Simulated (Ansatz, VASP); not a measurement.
# One calculation of Tl, two programs

```
Tl
1.0
     0.00000    2.54033    2.39235
     2.54033    0.00000    2.39235
     2.54033    2.54033    0.00000
Tl
1
Direct
  0.00000 0.00000 0.00000
```

Change from the starting cell: strain +0.030 along x and y, -0.030 along z, atoms carried along.

Alike in both runs: task single point; functional PBE; dispersion D3(BJ); k mesh 16 × 16 × 16; occupations gaussian, width 0.15 eV; no spin polarisation.

```csv
,VASP,Ansatz
version,VASP 6.6.1,Ansatz 0.2.0
potentials or method,"VASP PAW PBE potentials, release 64 (Tl_d), cutoff 520 eV","scalar-relativistic, plane waves, PAW"
valence electrons in the cell,13,13
```

|  | VASP | Ansatz | Ansatz less VASP |
| --- | --- | --- | --- |
| gap on the k mesh at the Fermi level (eV) | none | none | - |
| pressure (GPa) | -1.5 | -1.4 | +0.06 |
| traceless stress, the component that is largest in VASP (GPa) | 0.14 | 0.14 | +0.003 |

A gap of «none» marks a metal or a gap that the smearing closes.

Neither program's run includes spin-orbit coupling.
